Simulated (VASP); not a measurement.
Here is a VASP 6.6.1 calculation.

Contents of INCAR:

```
SYSTEM = CrIn2N2
  ALGO = Normal
  EDIFF = 1E-7
  EDIFFG = -0.08
  ENCUT = 600
  GGA = PE
  IBRION = 2
  ISIF = 3
  ISMEAR = 0
  ISPIN = 2
  LASPH = .True.
  LCHARG = .False.
  LMAXMIX = 4
  LORBIT = 11
  LREAL = .False.
  LWAVE = .False.
  MAGMOM = 3 0 0 0 0
  NELM = 150
  NSW = 36
  PREC = Accurate
  SIGMA = 0.15
```

The input KPOINTS:

```
k-points
0
Gamma
  3 2 3
  0 0 0
```

POSCAR

```
CrIn2N2
1.0
    4.0563551500      0.0000000000      0.0000000000
    0.0000000000      5.5464590400      0.0000000000
    0.0000000000      0.0000000000      4.1232375500
Cr In N
1 2 2
Direct
    0.5000000000      0.5000000000      0.9425628400
    0.0000000000      0.2640959100      0.6352571800
    0.0000000000      0.7359040900      0.6352571800
    0.5000000000      0.7077426200      0.2589556800
    0.5000000000      0.2922573800      0.2589556800
```

Potentials or basis: VASP PAW PBE potentials, release 64 (Cr_pv, In_d, N).

Launch:

```bash
$ cat potpaw_PBE.64/Cr_pv/POTCAR potpaw_PBE.64/In_d/POTCAR potpaw_PBE.64/N/POTCAR > POTCAR
$ mpirun -np 1 vasp_std > vasp.out
```

**Question.** Predict the site moments.

**Answer.** Cr +1.53; In -0.02; N -0.11 μB.

**Question.** What does it give for the relaxed cell?

**Answer.** a = 3.515 Å, b = 6.859 Å, c = 3.692 Å, α = 90.00°, β = 90.00°, γ = 90.00°.

**Question.** What does it give for the net moment?

**Answer.** 1.34 μB per cell.

Stress tensor (GPa, compression positive):
```
-0.18  0.00  0.00
 0.00 -0.05  0.00
 0.00  0.00  0.11
```

Caveat: the k points lie up to 0.60 Å⁻¹ apart in the final cell; a cell with one magnetic atom can't hold antiferromagnetic order, which such compounds often take.
